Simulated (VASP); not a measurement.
# GaN (Pmc2_1) in VASP: notebook

GaN is run at these levels: PBE; tasks: single point.

Everything below comes from runs of VASP 6.6.1. Logs are shortened: lines on timing, memory, paths and dates and some standing lists are left out, and cuts for length are marked.

### Step 1. The cell of the first run

The structure is orthorhombic, space group Pmc2_1 (No. 26). The conventional cell has a = 3.219 Å, b = 5.575 Å, c = 5.243 Å, α = 90.00°, β = 90.00°, γ = 90.00°. Within 2.5 Å of Ga (site symmetry m) lie 4 N at 1.91 to 2.05 Å. Within 2.5 Å of Ga (site symmetry m) lie 4 N at 1.85 to 2.03 Å. N (site symmetry m) has 4 Ga at 1.91 to 2.05 Å within 2.5 Å. N (site symmetry m) has 4 Ga at 1.85 to 1.97 Å within 2.5 Å.

### Step 2. Single point, PBE (atoms displaced along a vibrational mode)

Input file INCAR:

```
PREC = Accurate
ENCUT = 520
EDIFF = 1E-6
ISMEAR = 0
SIGMA = 0.05
LREAL = F
LASPH = T
NELM = 100
ALGO = Normal
ISIF = 2
LWAVE = F
LCHARG = F
GGA = PE
NBANDS = 46
```

Input file KPOINTS:

```
regular mesh
0
Gamma
  8 6 6
```

Input file POSCAR:

```
GaN
1.0
   -3.2185392732      0.0000000000      0.0000000000
    0.0000000000      0.0000000000     -5.2433778863
    0.0000000001     -5.5746735474      0.0000000000
Ga N
4 4
Direct
    0.5000000000      0.0022278256      0.1773889812
    0.0000000000     -0.0065087449      0.6559487914
    0.0000000000      0.4934912551      0.3440512086
    0.5000000000      0.5022278256      0.8226110188
    0.5000000000      0.6371930434      0.1684929136
    0.0000000000      0.6409846098      0.6648685556
    0.0000000000      0.1409846098      0.3351314444
    0.5000000000      0.1371930434      0.8315070864
```

Potentials or basis: VASP PAW PBE potentials, release 64 (Ga_d, N).

Started as:

```console
cat potpaw_PBE.64/Ga_d/POTCAR potpaw_PBE.64/N/POTCAR > POTCAR
mpirun -np 1 vasp_std > vasp.out
```

OUTCAR:

```text
PREC = Accurate
   ENCUT = 520
   EDIFF = 1E-6
   ISMEAR = 0
   LREAL = F
   LASPH = T
   NELM = 100
   ISIF = 2
   GGA = PE

 ion  position               nearest neighbor table
   1  0.500  0.002  0.177-   5 1.91   7 1.97   7 1.97   8 2.05
   2  0.000  0.993  0.656-   6 1.85   7 1.95   8 2.03   8 2.03
   3  0.000  0.493  0.344-   7 1.85   6 1.95   5 2.03   5 2.03
   4  0.500  0.502  0.823-   8 1.91   6 1.97   6 1.97   5 2.05
   5  0.500  0.637  0.168-   1 1.91   3 2.03   3 2.03   4 2.05
   6  0.000  0.641  0.665-   2 1.85   3 1.95   4 1.97   4 1.97
   7  0.000  0.141  0.335-   3 1.85   2 1.95   1 1.97   1 1.97
   8  0.500  0.137  0.832-   4 1.91   2 2.03   2 2.03   1 2.05

  LATTYP: Found a simple orthorhombic cell.
 ALAT       =     3.2185392732
 B/A-ratio  =     1.6291172613
 C/A-ratio  =     1.7320508076

  Lattice vectors:

 A1 = (  -3.2185392732,   0.0000000000,   0.0000000000)
 A2 = (   0.0000000000,   0.0000000000,  -5.2433778863)
 A3 = (   0.0000000001,  -5.5746735474,   0.0000000000)

Analysis of symmetry for initial positions (statically):
=====================================================================
 Subroutine PRICEL returns:
 Original cell was already a primitive cell.

 Routine SETGRP: Setting up the symmetry group for a
 simple orthorhombic supercell.

 Subroutine GETGRP returns: Found  4 space group operations
 (whereof  2 operations were pure point group operations)
 out of a pool of  8 trial point group operations.

The static configuration has the point symmetry C_1h.
 The point group associated with its full space group is C_2v.

Analysis of symmetry for dynamics (positions and initial velocities):
=====================================================================
 Subroutine PRICEL returns:
 Original cell was already a primitive cell.

 Routine SETGRP: Setting up the symmetry group for a
 simple orthorhombic supercell.

 Subroutine GETGRP returns: Found  4 space group operations
 (whereof  2 operations were pure point group operations)
 out of a pool of  8 trial point group operations.

The dynamic configuration has the point symmetry C_1h.
 The point group associated with its full space group is C_2v.

 Subroutine INISYM returns: Found  4 space group operations
 (whereof  2 operations are pure point group operations),
 and found     1 'primitive' translations

----------------------------------------------------------------------------------------

                                     Primitive cell

  volume of cell :      94.0783

  direct lattice vectors                    reciprocal lattice vectors
    -3.218539273  0.000000000  0.000000000    -0.310699953 -0.000000000  0.000000000
     0.000000000  0.000000000 -5.243377886     0.000000000  0.000000000 -0.190716752
     0.000000000 -5.574673547  0.000000000     0.000000000 -0.179382701  0.000000000

  length of vectors
     3.218539273  5.243377886  5.574673547     0.310699953  0.190716752  0.179382701

  position of ions in fractional coordinates (direct lattice)
     0.500000000  0.002227826  0.177388981
     0.000000000  0.993491255  0.655948791
     0.000000000  0.493491255  0.344051209
     0.500000000  0.502227826  0.822611019
     0.500000000  0.637193043  0.168492914
     0.000000000  0.640984610  0.664868556
     0.000000000  0.140984610  0.335131444
     0.500000000  0.137193043  0.831507086

  ion indices of the primitive-cell ions
   primitive index   ion index
                 1           1
                 2           2
                 3           3
                 4           4
                 5           5
                 6           6
                 7           7
                 8           8

----------------------------------------------------------------------------------------

 KPOINTS: regular mesh

Automatic generation of k-mesh.
 Grid dimensions read from file:
 generate k-points for:    8    6    6

 Generating k-lattice:

  Cartesian coordinates                     Fractional coordinates (reciprocal lattice)
[... 45 lines left out ...]
 non-spin polarized calculation
 Gauss-broadening in eV      SIGMA  =   0.05
  energy-cutoff  :      520.00
  volume of cell :       94.08
 maximum number of plane-waves:      2568
 NGX is ok and might be reduce to    24
   NGX = 11   NGY = 19   NGZ = 21

 number of electron      72.0000011 magnetization

 Free energy of the ion-electron system (eV)
  ---------------------------------------------------
  ext. energy  EPLUGINS =         0.00000000
  ---------------------------------------------------
  free energy    TOTEN  =       -48.24781513 eV

  energy without entropy =      -48.24781513  energy(sigma->0) =      -48.24781513

 E-fermi :   5.4077     XC(G=0): -11.5157

 val. band max:        5.1517631727   @ k =   0.0000   0.0000   0.0000
 cond. band min:       6.6786027609   @ k =   0.0000   0.0000   0.0000
 fundamental gap:      1.5268395881
 Fermi energy:         5.4077004538

 k-point     1 :       0.0000    0.0000    0.0000
  band No.  band energies     occupation
      1     -10.9182      2.00000
      2     -10.2737      2.00000
      3      -9.6779      2.00000
      4      -9.6268      2.00000
      5      -8.4739      2.00000
      6      -8.4394      2.00000
[... 38 lines left out ...]
     45      14.7374      0.00000
     46      14.7420      0.00000

 k-point     2 :       0.1250    0.0000    0.0000
  band No.  band energies     occupation
      1     -10.8276      2.00000
      2     -10.2454      2.00000
      3      -9.6694      2.00000
      4      -9.6084      2.00000
      5      -8.4643      2.00000
      6      -8.4307      2.00000
[... 38 lines left out ...]
     45      14.5036      0.00000
     46      15.1623      0.00000

 k-point     3 :       0.2500    0.0000    0.0000
  band No.  band energies     occupation
      1     -10.6116      2.00000
      2     -10.1826      2.00000
      3      -9.6464      2.00000
      4      -9.5706      2.00000
      5      -8.4480      2.00000
      6      -8.4373      2.00000
[... 1018 lines left out ...]
     45      14.4769      0.00000
     46      15.0203      0.00000

 k-point    24 :       0.3750    0.0000    0.1667
  band No.  band energies     occupation
      1     -10.4040      2.00000
      2     -10.1287      2.00000
      3      -9.6242      2.00000
      4      -9.5391      2.00000
      5      -8.4410      2.00000
      6      -8.4076      2.00000
[... 38 lines left out ...]
     45      14.4731      0.00000
     46      14.6870      0.00000

 [... further k-points ...]

------------------------ aborting loop because EDIFF is reached ----------------------------------------

  FORCE on cell =-STRESS in cart. coord.  units (eV):
  Direction    XX          YY          ZZ          XY          YZ          ZX
  --------------------------------------------------------------------------------------
  -------------------------------------------------------------------------------------
  Total       -1.2322217     -1.2390361      4.9124811      0.0000000      0.0000000      0.0000000
  in kB      -20.9850515    -21.1011025     83.6608090      0.0000000      0.0000000      0.0000000
  external PRESSURE =      13.8582183 kB  Pullay stress =       0.0000000 kB

 VOLUME and BASIS-vectors are now :
 -----------------------------------------------------------------------------
  energy-cutoff  :      520.00
  volume of cell :       94.08
      direct lattice vectors                 reciprocal lattice vectors
    -3.218539273  0.000000000  0.000000000    -0.310699953 -0.000000000  0.000000000
     0.000000000  0.000000000 -5.243377886     0.000000000  0.000000000 -0.190716752
     0.000000000 -5.574673547  0.000000000     0.000000000 -0.179382701  0.000000000

 POSITION                                       TOTAL-FORCE (eV/Angst)
 -----------------------------------------------------------------------------------
     -1.60927     -0.98889     -0.01168        -0.000000      1.194334     -0.535703
      0.00000     -3.65670     -5.20925         0.000000     -1.252641     -1.997710
      0.00000     -1.91797     -2.58756        -0.000000      1.252641     -1.997710
     -1.60927     -4.58579     -2.63337         0.000000     -1.194334     -0.535703
     -1.60927     -0.93929     -3.34104         0.000000     -0.056817      0.998063
      0.00000     -3.70643     -3.36092         0.000000     -0.075784      1.535350
      0.00000     -1.86825     -0.73924        -0.000000      0.075784      1.535350
     -1.60927     -4.63538     -0.71935        -0.000000      0.056817      0.998063
 -----------------------------------------------------------------------------------
    total drift:                               -0.000000     -0.000022     -0.001707

  FREE ENERGIE OF THE ION-ELECTRON SYSTEM (eV)
  ---------------------------------------------------
  free  energy   TOTEN  =       -48.2478151329 eV

  energy  without entropy=      -48.2478151329  energy(sigma->0) =      -48.24781513
```

Wall time 2.6 min (1 thread of Intel Xeon 6975P-C (Granite Rapids), shared host); peak memory 0.36 GiB.

Results:

```yaml
Free_energy: -48.2478 eV
Pressure: 1.4 GPa
Largest_force: 2.358 eV/Å
Band_gap_on_the_k_mesh: 1.53 eV
```

Forces on the atoms (eV/Å):
```
Ga   0.000  1.194 -0.536
Ga   0.000 -1.253 -1.998
Ga   0.000  1.253 -1.998
Ga   0.000 -1.194 -0.536
N    0.000 -0.057  0.998
N    0.000 -0.076  1.535
N    0.000  0.076  1.535
N    0.000  0.057  0.998
```

Stress tensor (GPa, compression positive):
```
-2.10  0.00  0.00
 0.00 -2.11  0.00
 0.00  0.00  8.37
```

Levels at points of the mesh, in eV from the valence-band top:
```csv
k point,band 33,band 34,band 35,band 36,band 37,band 38,band 39,band 40
"(0.00, 0.00, 0.00)",-0.62,-0.41,-0.04,0.00,1.53,4.07,4.91,5.23
"(0.50, 0.00, 0.00)",-2.52,-1.99,-1.92,-1.83,4.87,5.57,6.14,6.38
"(0.00, 0.50, 0.00)",-0.59,-0.59,-0.51,-0.51,3.81,3.81,4.15,4.15
"(0.50, 0.50, 0.00)",-2.08,-2.08,-1.64,-1.64,5.29,5.29,5.68,5.68
"(0.00, 0.00, 0.50)",-1.16,-0.98,-0.49,-0.26,3.84,4.08,5.68,5.76
"(0.50, 0.00, 0.50)",-2.61,-2.35,-0.95,-0.76,4.59,5.05,5.20,5.35
"(0.00, 0.50, 0.50)",-1.68,-1.68,-0.92,-0.92,4.66,4.66,5.09,5.09
"(0.50, 0.50, 0.50)",-1.93,-1.93,-1.68,-1.68,3.77,3.77,4.33,4.33
```

Caveat: the cell differs from its parent crystal (atoms displaced along a vibrational mode); forces of over 1 eV/Å act on the atoms, so gaps and moduli don't describe the material at rest.

### Step 3. Single point, PBE (atoms displaced along a vibrational mode)

Input file INCAR:

```
  PREC = Accurate
  ENCUT = 520
  EDIFF = 1E-6
  ISMEAR = 0
  SIGMA = 0.05
  LREAL = F
  LASPH = T
  NELM = 100
  ALGO = Normal
  ISIF = 2
  LWAVE = F
  LCHARG = F
  GGA = PE
  NBANDS = 46
```

Input file KPOINTS:

```
Automatic mesh
0
Gamma
  8 6 6
```

Input file POSCAR:

```
GaN
1.0
   -3.2185392732      0.0000000000      0.0000000000
    0.0000000000      0.0000000000     -5.2433778863
    0.0000000001     -5.5746735474      0.0000000000
Ga N
4 4
Direct
    0.5000000000      0.0089864182      0.1773839871
    0.0000000000      0.0002498477      0.6559437973
    0.0000000000      0.5002498477      0.3440562027
    0.5000000000      0.5089864182      0.8226160129
    0.5000000000      0.6035506251      0.1684612608
    0.0000000000      0.6073421916      0.6648369028
    0.0000000000      0.1073421916      0.3351630972
    0.5000000000      0.1035506251      0.8315387392
```

Potentials or basis: VASP PAW PBE potentials, release 64 (Ga_d, N).

Started as:

```console
cat potpaw_PBE.64/Ga_d/POTCAR potpaw_PBE.64/N/POTCAR > POTCAR
mpirun -np 1 vasp_std > vasp.out
```

Wall time 3.7 min (1 thread of AMD EPYC 9R45 (Zen 5), shared host); peak memory 0.33 GiB.

Results (log left out):

| Item | Value |
| --- | --- |
| Free energy | -48.2119 eV |
| Pressure | 1.8 GPa |
| Largest force | 1.980 eV/Å |
| Band gap on the k mesh | 1.54 eV |

Forces on the atoms (eV/Å):
```
Ga   0.000  1.505  1.287
Ga   0.000 -1.669  0.579
Ga   0.000  1.669  0.579
Ga   0.000 -1.505  1.287
N    0.000  0.026 -0.809
N    0.000 -0.225 -1.057
N    0.000  0.225 -1.057
N    0.000 -0.026 -0.809
```

Stress tensor (GPa, compression positive):
```
 4.28  0.00  0.00
 0.00  4.58  0.00
 0.00  0.00 -3.56
```

Levels at points of the mesh, in eV from the valence-band top:
| k point | band 34 | band 35 | band 36 | band 37 | band 38 | band 39 |
| --- | --- | --- | --- | --- | --- | --- |
| (0.00, 0.00, 0.00) | -0.30 | -0.26 | 0.00 | 1.54 | 3.64 | 4.71 |
| (0.50, 0.00, 0.00) | -2.43 | -1.93 | -1.46 | 5.64 | 6.06 | 6.30 |
| (0.00, 0.50, 0.00) | -0.74 | -0.67 | -0.67 | 3.80 | 3.80 | 4.26 |
| (0.50, 0.50, 0.00) | -1.79 | -1.29 | -1.29 | 5.32 | 5.32 | 5.69 |
| (0.00, 0.00, 0.50) | -0.67 | -0.66 | -0.48 | 3.76 | 4.03 | 5.39 |
| (0.50, 0.00, 0.50) | -1.79 | -1.55 | -1.30 | 4.38 | 5.00 | 5.02 |
| (0.00, 0.50, 0.50) | -1.87 | -1.17 | -1.17 | 4.74 | 4.74 | 5.18 |
| (0.50, 0.50, 0.50) | -1.96 | -1.49 | -1.49 | 3.93 | 3.93 | 4.48 |

Caveat: the cell differs from its parent crystal (atoms displaced along a vibrational mode); forces of over 1 eV/Å act on the atoms, so gaps and moduli don't describe the material at rest.

### Step 4. Single point, PBE (atoms displaced along a vibrational mode)

Input file INCAR:

```
  ALGO = Normal
  EDIFF = 1E-6
  ENCUT = 520
  GGA = PE
  ISIF = 2
  ISMEAR = 0
  LASPH = True
  LCHARG = False
  LREAL = False
  LWAVE = False
  NBANDS = 46
  NELM = 60
  PREC = Accurate
  SIGMA = 0.05
```

Input file KPOINTS:

```
k-points
0
Gamma
  8 6 6
```

Input file POSCAR:

```
GaN
1.0
   -3.2185392732      0.0000000000      0.0000000000
    0.0000000000      0.0000000000     -5.2433778863
    0.0000000001     -5.5746735474      0.0000000000
Ga N
4 4
Direct
    0.5000000000      0.0070746706      0.1800662304
    0.0000000000     -0.0038460426      0.6532659932
    0.0000000000      0.4961539574      0.3467340068
    0.5000000000      0.5070746706      0.8199337696
    0.5000000000      0.6180288652      0.1689283735
    0.0000000000      0.6227683232      0.6643979259
    0.0000000000      0.1227683232      0.3356020741
    0.5000000000      0.1180288652      0.8310716265
```

Started as:

```console
cat potpaw_PBE.64/Ga_d/POTCAR potpaw_PBE.64/N/POTCAR > POTCAR
mpirun -np 1 vasp_std > vasp.out
```

It took 4.4 min on 1 thread of Intel Xeon Platinum 8488C (Sapphire Rapids), shared host; peak memory 0.36 GiB.

The run converged. Its results:

```
Free energy            : -48.3404 eV
Pressure               : 1.1 GPa
Largest force          : 1.913 eV/Å
Band gap on the k mesh : 1.63 eV
```

Forces in eV/Å, atoms in the order of the input:
```
Ga   0.000  1.699  0.880
Ga   0.000 -1.879 -0.327
Ga   0.000  1.879 -0.327
Ga   0.000 -1.699  0.880
N    0.000 -0.047 -0.274
N    0.000 -0.206 -0.279
N    0.000  0.206 -0.279
N    0.000  0.047 -0.274
```

Stress tensor (GPa, compression positive):
```
 1.69  0.00  0.00
 0.00  1.90  0.00
 0.00  0.00 -0.44
```

Levels at points of the mesh, in eV from the valence-band top:
```tsv
k point	band 32	band 33	band 34	band 35	band 36	band 37	band 38	band 39	band 40	band 41
(0.00, 0.00, 0.00)	-1.03	-0.61	-0.06	-0.02	0.00	1.63	3.92	4.92	5.33	5.93
(0.50, 0.00, 0.00)	-3.62	-2.16	-2.14	-2.03	-1.51	5.35	6.16	6.23	6.47	7.29
(0.00, 0.50, 0.00)	-1.81	-0.55	-0.55	-0.44	-0.44	3.90	3.90	4.36	4.36	7.45
(0.50, 0.50, 0.00)	-3.23	-1.88	-1.88	-1.29	-1.29	5.40	5.40	5.88	5.88	7.58
(0.00, 0.00, 0.50)	-1.93	-0.77	-0.60	-0.55	-0.31	3.85	4.17	5.62	5.73	7.05
(0.50, 0.00, 0.50)	-2.51	-2.26	-1.89	-1.19	-0.91	4.51	5.10	5.29	5.47	5.58
(0.00, 0.50, 0.50)	-1.82	-1.76	-1.76	-0.85	-0.85	4.77	4.77	5.31	5.31	7.22
(0.50, 0.50, 0.50)	-1.93	-1.84	-1.84	-1.47	-1.47	3.91	3.91	4.61	4.61	7.22
```

Caveat: the cell differs from its parent crystal (atoms displaced along a vibrational mode); forces of over 1 eV/Å act on the atoms, so gaps and moduli don't describe the material at rest.

### Step 5. Single point, PBE (atoms displaced along a vibrational mode)

Input file INCAR:

```
PREC = Accurate
ENCUT = 520
EDIFF = 1E-6
ISMEAR = 0
SIGMA = 0.05
LREAL = F
LASPH = T
NELM = 80
ALGO = Normal
ISIF = 2
LWAVE = F
LCHARG = F
GGA = PE
NBANDS = 46
```

Input file KPOINTS:

```
Automatic mesh
0
Gamma
  8 6 6
```

Input file POSCAR:

```
GaN
1.0
   -3.2185392732      0.0000000000      0.0000000000
    0.0000000000      0.0000000000     -5.2433778863
    0.0000000001     -5.5746735474      0.0000000000
Ga N
4 4
Direct
    0.5000000000      0.0033198970      0.1800690049
    0.0000000000     -0.0076008162      0.6532687676
    0.0000000000      0.4923991838      0.3467312324
    0.5000000000      0.5033198970      0.8199309951
    0.5000000000      0.6367190976      0.1689459584
    0.0000000000      0.6414585556      0.6644155108
    0.0000000000      0.1414585556      0.3355844892
    0.5000000000      0.1367190976      0.8310540416
```

Started as:

```console
cat potpaw_PBE.64/Ga_d/POTCAR potpaw_PBE.64/N/POTCAR > POTCAR
mpirun -np 1 vasp_std > vasp.out
```

Run time: 4.9 min. Hardware: 1 thread of Intel Xeon Platinum 8259CL at 2.50GHz (Skylake/Cascade Lake), shared host; peak memory 0.37 GiB.

The run converged. Its results:

```
Free energy            : -48.1437 eV
Pressure               : 1.7 GPa
Largest force          : 2.681 eV/Å
Band gap on the k mesh : 1.49 eV
```

Forces on the atoms (eV/Å):
```
Ga   0.000  1.482 -0.350
Ga   0.000 -1.574 -2.171
Ga   0.000  1.574 -2.171
Ga   0.000 -1.482 -0.350
N    0.000 -0.089  0.927
N    0.000 -0.119  1.594
N    0.000  0.119  1.594
N    0.000  0.089  0.927
```

Stress tensor (GPa, compression positive):
```
-1.81  0.00  0.00
 0.00 -1.82  0.00
 0.00  0.00  8.67
```

Levels at points of the mesh, in eV from the valence-band top:
| k point | band 34 | band 35 | band 36 | band 37 | band 38 | band 39 |
| --- | --- | --- | --- | --- | --- | --- |
| (0.00, 0.00, 0.00) | -0.43 | -0.06 | 0.00 | 1.49 | 4.02 | 4.88 |
| (0.50, 0.00, 0.00) | -1.95 | -1.94 | -1.84 | 4.75 | 5.63 | 6.06 |
| (0.00, 0.50, 0.00) | -0.61 | -0.49 | -0.49 | 3.75 | 3.75 | 4.15 |
| (0.50, 0.50, 0.00) | -2.15 | -1.61 | -1.61 | 5.21 | 5.21 | 5.69 |
| (0.00, 0.00, 0.50) | -0.98 | -0.50 | -0.23 | 3.77 | 4.07 | 5.64 |
| (0.50, 0.00, 0.50) | -2.32 | -0.99 | -0.75 | 4.48 | 4.96 | 5.24 |
| (0.00, 0.50, 0.50) | -1.80 | -0.85 | -0.85 | 4.57 | 4.57 | 5.10 |
| (0.50, 0.50, 0.50) | -1.95 | -1.64 | -1.64 | 3.67 | 3.67 | 4.37 |

Caveat: the cell differs from its parent crystal (atoms displaced along a vibrational mode); forces of over 1 eV/Å act on the atoms, so gaps and moduli don't describe the material at rest.

### Step 6. The runs side by side

| cell | gap on the mesh (eV) | pressure (GPa) | largest force (eV/Å) |
| --- | --- | --- | --- |
| as given, atomic positions A | 1.53 | 1.4 | 2.36 |
| as given, atomic positions B | 1.54 | 1.8 | 1.98 |
| as given, atomic positions C | 1.63 | 1.1 | 1.91 |
| as given, atomic positions D | 1.49 | 1.7 | 2.68 |

Alike in all rows: task single point; level PBE; potentials or basis VASP PAW PBE potentials, release 64 (Ga_d, N); no spin polarisation; k mesh 8 × 6 × 6; cutoff (eV) 520; smearing gaussian 0.05 eV.

Caveats: forces of over 1 eV/Å act on the atoms, so gaps and moduli don't describe the material at rest.

Absolute energies hang on the potentials; compare differences alone.
